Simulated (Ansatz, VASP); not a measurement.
Nb: VASP beside Ansatz

The input INCAR:

```
SYSTEM = Nb
PREC     = Accurate       ! precision mode
ENCUT    = 520            ! plane-wave cutoff, eV
EDIFF    = 1E-6           ! SCF threshold, eV
ISMEAR   = -1             ! smearing method
SIGMA    = 0.1            ! smearing width, eV
LREAL    = .False.        ! projectors in reciprocal space
LASPH    = .True.         ! aspherical terms in the spheres
NELM     = 80             ! most SCF steps
ALGO     = Normal         ! electronic algorithm
ISIF     = 2              ! what is computed and relaxed
LWAVE    = .False.        ! write WAVECAR
LCHARG   = .False.        ! write CHGCAR
GGA      = RE             ! functional
NBANDS   = 20             ! bands
```

Contents of KPOINTS:

```
Automatic mesh
0
Gamma
  10 10 10
  0 0 0
```

POSCAR

```
Nb
1.0
    0.0000000000      2.8527101952      2.8527101952
    2.8527101952      0.0000000000      2.8527101952
    2.8527101952      2.8527101952      0.0000000000
Nb
2
Direct
    0.1250000000      0.1250000000      0.1250000000
    0.8750000000      0.8750000000      0.8750000000
```

Input for Ansatz:

```yaml
crystal:
  lattice:
    - [0.0, 2.8527101952, 2.8527101952]
    - [2.8527101952, 0.0, 2.8527101952]
    - [2.8527101952, 2.8527101952, 0.0]
  atoms:
    - { symbol: Nb, position: [0.125, 0.125, 0.125] }
    - { symbol: Nb, position: [0.875, 0.875, 0.875] }
hamiltonian:
  xc: revpbe
  pseudopotentials:
    kind: paw
    azcp:
      Nb: "pseudopotentials/Nb.paw.azcp"
basis:
  ecutwfc: 420
  fft_grid_basis: typed
kpoints:
  mp_grid: { grid: [10, 10, 10], shift: [0, 0, 0] }
magnetization:
  spin_polarized: false
scf:
  occupations: { method: fermi_dirac, width: 0.1 }
  lower_state_search: "off"
output:
  stress: true
  write_density: true
  write_potential: true
  elf: true
  volumetric_format: npy
```

Alike in both runs: task single point; functional revPBE; k mesh 10 × 10 × 10; occupations fermi-dirac, width 0.1 eV; no spin polarisation.

|  | VASP | Ansatz |
| --- | --- | --- |
| version | VASP 6.6.1 | Ansatz 0.2.0 |
| potentials or method | VASP PAW PBE potentials, release 64 (Nb_sv), cutoff 520 eV | plane waves (420 eV) with PAW, scalar-relativistic |
| valence electrons in the cell | 26 | 26 |

```tsv
	VASP	Ansatz	Ansatz less VASP
pressure (GPa)	10.3	10.2	-0.02
```

VASP's potentials were made for PBE, not for revPBE.
